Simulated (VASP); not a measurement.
Crystal: InAs.

```xyz
2
Lattice="0.0000 2.9697 2.9697 2.9697 0.0000 2.9697 2.9697 2.9697 0.0000" Properties=species:S:1:pos:R:3 pbc="T T T"
In    0.0000    0.0000    0.0000
As    1.4848    1.4848    1.4848
```

This cell differs from its parent crystal: strain -2.8%.

Base run:

| Property | Result |
| --- | --- |
| Program | VASP 6.6.1 |
| Functional | r2SCAN |
| Potentials or basis | VASP PAW PBE potentials, release 64 (In_d, As) |
| Cutoff | 520 eV |
| k mesh | 8 × 8 × 8 |
| Occupations | fermi-dirac, width 0.02 eV |
| Spin | no spin polarisation |

Its results: band gap on the k mesh 0.55 eV, direct; pressure 5.9 GPa.

Problem. The run is repeated on the same cell with these changes: functional from r2SCAN to PBE. What comes out?

Solution. Band gap on the k mesh 0.08 eV, direct; pressure 8.0 GPa.

r2SCAN gives the wider gap, since meta-GGAs in the generalised Kohn-Sham scheme recover part of the derivative discontinuity.

Caveats: spin-orbit coupling is left out, which moves the levels of the heavy elements; the PAW data sets were made with another functional, which shifts forces and pressure a little (some runs).

